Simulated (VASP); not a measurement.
# SnS2 (Berndtite-2T) (P-3m1) in VASP: single point with PBE

Aim: the single point of SnS2 (Berndtite-2T) with PBE.

All numbers are computed with VASP 6.6.1; they aren't measurements. Logs are shortened: lines on timing, memory, paths and dates and some standing lists are left out, and cuts for length are marked.

## 1. The cell of the first run

Symmetry: P-3m1, No. 164, trigonal system. Conventional cell: a = 3.639 Å, b = 3.639 Å, c = 5.868 Å, α = 90.00°, β = 90.00°, γ = 120.00°. Within 3.4 Å of Sn (site symmetry -3m) lie 6 S at 2.56 Å. Within 3.4 Å of S (site symmetry 3m) lie 3 Sn at 2.56 Å.

## 2. Single point, PBE

Contents of INCAR:

```
SYSTEM = SnS2
PREC = Accurate
ENCUT = 500
EDIFF = 1E-6
ISMEAR = 0
SIGMA = 0.01
LREAL = .FALSE.
LASPH = .TRUE.
NELM = 120
ALGO = Normal
ISIF = 2
LWAVE = .FALSE.
LCHARG = .FALSE.
GGA = PE
NBANDS = 20
GGA_COMPAT = .FALSE.
```

Contents of KPOINTS:

```
Automatic mesh
0
G
  2 2 1
  0 0 0
```

Contents of POSCAR:

```
SnS2
1.0
    3.6390000000      0.0000000000      0.0000000000
   -1.8195000000      3.1514660000      0.0000000000
    0.0000000000      0.0000000000      5.8680000000
Sn S
1 2
Direct
    0.0000000000      0.0000000000      0.0000000000
    0.3333333333      0.6666666667      0.2500000000
    0.6666666667      0.3333333333      0.7500000000
```

Potentials or basis: VASP PAW PBE potentials, release 64 (Sn_d, S).

Launch:

```bash
$ cat potpaw_PBE.64/Sn_d/POTCAR potpaw_PBE.64/S/POTCAR > POTCAR
$ mpirun -np 1 vasp_std > vasp.out
```

OUTCAR:

```text
SYSTEM = SnS2
   PREC = Accurate
   ENCUT = 500
   EDIFF = 1E-6
   ISMEAR = 0
   LREAL = .FALSE.
   LASPH = .TRUE.
   NELM = 120
   ISIF = 2
   GGA = PE

 ion  position               nearest neighbor table
   1  0.000  0.000  0.000-   2 2.56   3 2.56   3 2.56   2 2.56   3 2.56   2 2.56
   2  0.333  0.667  0.250-   1 2.56   1 2.56   1 2.56
   3  0.667  0.333  0.750-   1 2.56   1 2.56   1 2.56

  LATTYP: Found a hexagonal cell.
 ALAT       =     3.6390000000
 C/A-ratio  =     1.6125309151

  Lattice vectors:

 A1 = (   3.6390000000,   0.0000000000,   0.0000000000)
 A2 = (  -1.8195000000,   3.1514660000,   0.0000000000)
 A3 = (   0.0000000000,   0.0000000000,   5.8680000000)

Analysis of symmetry for initial positions (statically):
=====================================================================
 Subroutine PRICEL returns:
 Original cell was already a primitive cell.

 Routine SETGRP: Setting up the symmetry group for a
 hexagonal supercell.

 Subroutine GETGRP returns: Found 12 space group operations
 (whereof 12 operations were pure point group operations)
 out of a pool of 24 trial point group operations.

The static configuration has the point symmetry D_3d.

Analysis of symmetry for dynamics (positions and initial velocities):
=====================================================================
 Subroutine PRICEL returns:
 Original cell was already a primitive cell.

 Routine SETGRP: Setting up the symmetry group for a
 hexagonal supercell.

 Subroutine GETGRP returns: Found 12 space group operations
 (whereof 12 operations were pure point group operations)
 out of a pool of 24 trial point group operations.

The dynamic configuration has the point symmetry D_3d.

 Subroutine INISYM returns: Found 12 space group operations
 (whereof 12 operations are pure point group operations),
 and found     1 'primitive' translations

----------------------------------------------------------------------------------------

                                     Primitive cell

  volume of cell :      67.2953

  direct lattice vectors                    reciprocal lattice vectors
     3.639000000  0.000000000  0.000000000     0.274800769  0.158656321  0.000000000
    -1.819500000  3.151466000  0.000000000     0.000000000  0.317312641  0.000000000
     0.000000000  0.000000000  5.868000000     0.000000000  0.000000000  0.170415815

  length of vectors
     3.639000000  3.638999615  5.868000000     0.317312608  0.317312641  0.170415815

  position of ions in fractional coordinates (direct lattice)
     0.000000000  0.000000000  0.000000000
     0.333333333  0.666666667  0.250000000
     0.666666667  0.333333333  0.750000000

  ion indices of the primitive-cell ions
   primitive index   ion index
                 1           1
                 2           2
                 3           3

----------------------------------------------------------------------------------------

 KPOINTS: Automatic mesh

Automatic generation of k-mesh.
 Grid dimensions read from file:
 generate k-points for:    2    2    1

 Generating k-lattice:

  Cartesian coordinates                     Fractional coordinates (reciprocal lattice)
     0.137400385  0.079328160  0.000000000     0.500000000  0.000000000  0.000000000
     0.000000000  0.158656321  0.000000000     0.000000000  0.500000000  0.000000000
     0.000000000  0.000000000  0.170415815     0.000000000  0.000000000  1.000000000

  Length of vectors
     0.158656304  0.158656321  0.170415815

  Shift w.r.t. Gamma in fractional coordinates (k-lattice)
     0.000000000  0.000000000  0.000000000

 Subroutine IBZKPT returns following result:
 ===========================================

 Found      2 irreducible k-points:

 Following reciprocal coordinates:
            Coordinates               Weight
  0.000000  0.000000  0.000000      1.000000
  0.500000  0.000000  0.000000      3.000000
   k-points           NKPTS =      2   k-points in BZ     NKDIM =      2   number of bands    NBANDS=     20
   number of dos      NEDOS =    301   number of ions     NIONS =      3
   total plane-waves  NPLWV =  37632
   dimension x,y,z NGX =    28 NGY =   28 NGZ =   48
   dimension x,y,z NGXF=    56 NGYF=   56 NGZF=   96
   ions per type =               1   2
   NGX,Y,Z   is equivalent  to a cutoff of  12.79, 12.79, 13.60 a.u.
   NGXF,Y,Z  is equivalent  to a cutoff of  25.58, 25.58, 27.20 a.u.
 SYSTEM =  SnS2
   PREC   = accura    normal or accurate (medium, high low for compatibility)
   ISTART =      0    job   : 0-new  1-cont  2-samecut
   ICHARG =      2    charge: 1-file 2-atom 10-const
   ISPIN  =      1    spin polarized calculation?
   LNONCOLLINEAR =      F non collinear calculations
   LSORBIT =      F    spin-orbit coupling
   LASPH  =      T    aspherical Exc in radial PAW
   ENCUT  =  500.0 eV  36.75 Ry    6.06 a.u.   6.63  6.63 10.70*2*pi/ulx,y,z
   NELM   =    120;   NELMIN=  2; NELMDL= -5     # of ELM steps
   EDIFF  = 0.1E-05   stopping-criterion for ELM
   LREAL  =      F    real-space projection
[... 7 lines left out ...]
   TEBEG  =    0.0;   TEEND  =   0.0 temperature during run
   PSTRESS=    0.0 pullay stress
   NELECT =      26.0000    total number of electrons
   NUPDOWN=      -1.0000    fix difference up-down
   EMIN   =  10.00;   EMAX   =-10.00  energy-range for DOS
   EFERMI =   0.00;   METHOD = LEGACY
   ISMEAR =     0;   SIGMA  =   0.01  broadening in eV -4-tet -1-fermi 0-gaus
   EFERMI_NEDOS =   21; number of points for ismear=-14 and -15
   IALGO  =     38    algorithm
   IMIX   =      4    mixing-type and parameters
     AMIX     =   0.40;   BMIX     =  1.00
     AMIX_MAG =   1.60;   BMIX_MAG =  1.00
  volume/ion in A,a.u.               =      22.43       151.38
  Fermi-wavevector in a.u.,A,eV,Ry     =   1.192352  2.253218 19.343436  1.421702
  Thomas-Fermi vector in A             =   2.328392
   LORBIT       =      0    0 simple, 1 ext, 2 COOP (PROOUT), +10 PAW based schemes
   GGA     = PE    functional components
   LHFCALC =     F    Hartree Fock is set to
   AEXX    =    0.0000 exact exchange contribution
   IVDW    =     0    specifies the selected vdW correction
   LEPSILON=     F    determine dielectric tensor
   LRPA    =     F    only Hartree local field effects (RPA)
 non-spin polarized calculation
 Gauss-broadening in eV      SIGMA  =   0.01
  energy-cutoff  :      500.00
  volume of cell :       67.30
 maximum number of plane-waves:      1737
 NGX is ok and might be reduce to    28
   NGX = 13   NGY = 13   NGZ = 21

 number of electron      26.0000007 magnetization

 Free energy of the ion-electron system (eV)
  ---------------------------------------------------
  ext. energy  EPLUGINS =         0.00000000
  ---------------------------------------------------
  free energy    TOTEN  =       -11.68381662 eV

  energy without entropy =      -11.68381662  energy(sigma->0) =      -11.68381662

 E-fermi :   5.0180     XC(G=0):  -9.5999

 val. band max:        4.8983593293   @ k =   0.0000   0.0000   0.0000
 cond. band min:       6.5901332396   @ k =   0.5000   0.0000   0.0000
 fundamental gap:      1.6917739104
 Fermi energy:         5.0179920783

 k-point     1 :       0.0000    0.0000    0.0000
  band No.  band energies     occupation
      1     -16.2934      2.00000
      2     -16.2853      2.00000
      3     -16.2853      2.00000
      4     -16.2368      2.00000
      5     -16.2368      2.00000
      6      -8.9984      2.00000
[... 12 lines left out ...]
     19      14.4020      0.00000
     20      14.4020      0.00000

 k-point     2 :       0.5000    0.0000    0.0000
  band No.  band energies     occupation
      1     -16.3761      2.00000
      2     -16.2768      2.00000
      3     -16.2766      2.00000
      4     -16.2218      2.00000
      5     -16.1749      2.00000
      6      -7.0009      2.00000
[... 12 lines left out ...]
     19      15.3779      0.00000
     20      15.9291      0.00000

------------------------ aborting loop because EDIFF is reached ----------------------------------------

  FORCE on cell =-STRESS in cart. coord.  units (eV):
  Direction    XX          YY          ZZ          XY          YZ          ZX
  --------------------------------------------------------------------------------------
  -------------------------------------------------------------------------------------
  Total        4.5745520      4.5745507      0.2886751      0.0000000      0.0000000      0.0000000
  in kB      108.9116571    108.9116264      6.8728226      0.0000000      0.0000000      0.0000000
  external PRESSURE =      74.8987021 kB  Pullay stress =       0.0000000 kB

 VOLUME and BASIS-vectors are now :
 -----------------------------------------------------------------------------
  energy-cutoff  :      500.00
  volume of cell :       67.30
      direct lattice vectors                 reciprocal lattice vectors
     3.639000000  0.000000000  0.000000000     0.274800769  0.158656321  0.000000000
    -1.819500000  3.151466000  0.000000000     0.000000000  0.317312641  0.000000000
     0.000000000  0.000000000  5.868000000     0.000000000  0.000000000  0.170415815

 POSITION                                       TOTAL-FORCE (eV/Angst)
 -----------------------------------------------------------------------------------
      0.00000      0.00000      0.00000        -0.000000     -0.000000      0.000000
     -0.00000      2.10098      1.46700        -0.000000      0.000000      0.815901
      1.81950      1.05049      4.40100         0.000000     -0.000000     -0.815901
 -----------------------------------------------------------------------------------
    total drift:                               -0.000000     -0.000000     -0.000000

  FREE ENERGIE OF THE ION-ELECTRON SYSTEM (eV)
  ---------------------------------------------------
  free  energy   TOTEN  =       -11.6838166239 eV

  energy  without entropy=      -11.6838166239  energy(sigma->0) =      -11.68381662
```

It took 9.9 s on 1 thread of Intel Xeon 8259CL, shared host; peak memory 0.18 GiB.

Results:

| Quantity | Value |
| --- | --- |
| Free energy | -11.6838 eV |
| Pressure | 7.5 GPa |
| Largest force | 0.816 eV/Å |
| Band gap on the k mesh | 1.69 eV, indirect (least direct gap 1.92 eV) |

Forces in eV/Å, atoms in the order of the input:
```
Sn   0.000  0.000  0.000
S    0.000  0.000  0.816
S    0.000  0.000 -0.816
```

Stress tensor (GPa, compression positive):
```
10.89  0.00  0.00
 0.00 10.89  0.00
 0.00  0.00  0.69
```

Caveat: the k points lie up to 1.07 Å⁻¹ apart; spin-orbit coupling is left out, which moves the levels of the heavy elements; this functional lacks dispersion, which binds the layers, so the pressure and a relaxed spacing across them are unreliable.
